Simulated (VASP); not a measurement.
Crystal: K2MgZnF6.

```xyz
40
Lattice="8.0362 0.0000 0.0000 0.0000 8.0362 0.0000 0.0000 0.0000 8.0362" Properties=species:S:1:pos:R:3 pbc="T T T"
K     0.0161    8.0125    7.9920
K     0.0339    0.0015    4.0407
K     8.0304    4.0203    0.0262
K     0.0205    3.9887    3.9879
K     3.9859    8.0329    8.0050
K     4.0359    8.0361    3.9446
K     4.0116    4.0272    8.0129
K     4.0526    4.0304    4.0427
Mg    1.9980    2.0430    1.9999
Mg    1.9999    2.0171    6.0363
Mg    2.0151    6.0119    2.0187
Mg    6.0280    6.0397    2.0103
Zn    2.0316    5.9899    6.0179
Zn    6.0571    2.0177    2.0152
Zn    6.0329    2.0327    6.0459
Zn    6.0270    6.0208    6.0449
F     1.9955    2.0144    8.0076
F     1.9779    1.9927    4.0226
F     1.9922    6.0110    0.0003
F     2.0278    6.0487    3.9996
F     6.0074    2.0003    0.0257
F     6.0596    1.9704    3.9709
F     6.0392    6.0326    8.0224
F     6.0013    6.0428    4.0372
F     0.0343    1.9813    2.0216
F     8.0338    2.0268    6.0370
F     0.0023    6.0429    2.0039
F     8.0272    6.0256    6.0335
F     4.0555    2.0064    2.0216
F     4.0192    1.9941    5.9892
F     4.0302    5.9945    2.0155
F     4.0392    6.0101    6.0167
F     1.9998    0.0004    2.0161
F     2.0082    0.0214    6.0120
F     1.9940    4.0207    2.0203
F     2.0309    4.0291    6.0313
F     6.0412    8.0338    2.0123
F     5.9862    0.0251    6.0550
F     6.0367    4.0242    2.0228
F     6.0252    3.9835    6.0537
```

```yaml
Program: VASP 6.6.1
Task: relaxation of volume and atoms at fixed shape
Functional: PBEsol
Potentials_or_basis: VASP PAW PBE potentials, release 64 (K_sv, Mg, Zn, F)
Cutoff: 700 eV
k_mesh: 1 × 1 × 1, shifted
Occupations: fermi-dirac, width 0.05 eV
Spin: no spin polarisation
```

At the start: pressure 0.4 GPa; volume 12.97 Å³/atom.

Task: Where does the relaxation end?

Result: Over 10 steps the energy falls by 5.3 meV/atom and the volume is 13.00 Å³/atom (+0.2 %); space group P1 (No. 1, to 0.1 Å) before, P4_2/mmc (No. 131, to 0.1 Å).

The path:
```csv
step,energy change (eV),largest force (eV/Å),pressure (GPa),volume (Å³)
1,0.0000,0.8950,0.43,518.98
2,-0.1665,0.2220,-0.19,521.61
3,-0.1751,0.2104,-0.34,522.38
4,-0.1907,0.1061,-0.06,520.36
5,-0.1958,0.1298,0.31,517.93
6,-0.2052,0.0873,0.17,518.84
7,-0.2078,0.0752,0.06,519.58
8,-0.2108,0.0498,-0.04,520.22
9,-0.2111,0.0647,-0.08,520.47
10,-0.2126,0.0277,-0.01,519.96
```

Final structure:
```
CELL_PARAMETERS angstrom
8.04123 0.00000 0.00000
0.00000 8.04123 0.00000
0.00000 0.00000 8.04123
ATOMIC_POSITIONS crystal
K 0.00044 0.99939 0.99937
K 0.00127 0.99973 0.49993
K 0.00016 0.49981 0.00043
K 0.00105 0.49919 0.49948
K 0.49948 0.99980 0.99858
K 0.50090 0.00016 0.49786
K 0.50015 0.50005 0.99984
K 0.50157 0.50005 0.50013
Mg 0.25049 0.24986 0.24951
Mg 0.25025 0.24992 0.74945
Mg 0.25061 0.74968 0.24969
Mg 0.75061 0.74982 0.25010
Zn 0.25041 0.74992 0.74936
Zn 0.75066 0.24946 0.24991
Zn 0.75017 0.24956 0.75019
Zn 0.75039 0.74983 0.75012
F 0.25145 0.25027 0.99962
F 0.24908 0.24953 0.49937
F 0.24993 0.74948 0.00314
F 0.25100 0.75053 0.49606
F 0.74873 0.25030 0.00040
F 0.75260 0.24877 0.49987
F 0.75100 0.74960 0.00381
F 0.74982 0.75045 0.49662
F 0.00411 0.24901 0.24870
F 0.00382 0.25035 0.75127
F 0.00071 0.75046 0.25059
F 0.00058 0.74984 0.74921
F 0.49699 0.25066 0.25094
F 0.49658 0.24978 0.74758
F 0.50055 0.74889 0.24912
F 0.50008 0.74915 0.75029
F 0.25161 0.99982 0.24888
F 0.25009 0.00324 0.74994
F 0.24971 0.49974 0.25013
F 0.25066 0.49634 0.74903
F 0.74999 0.99625 0.24943
F 0.74939 0.99979 0.75135
F 0.75189 0.50315 0.25129
F 0.75009 0.49977 0.75057
```

Caveat: the PAW data sets were made with another functional, which shifts forces and pressure a little.
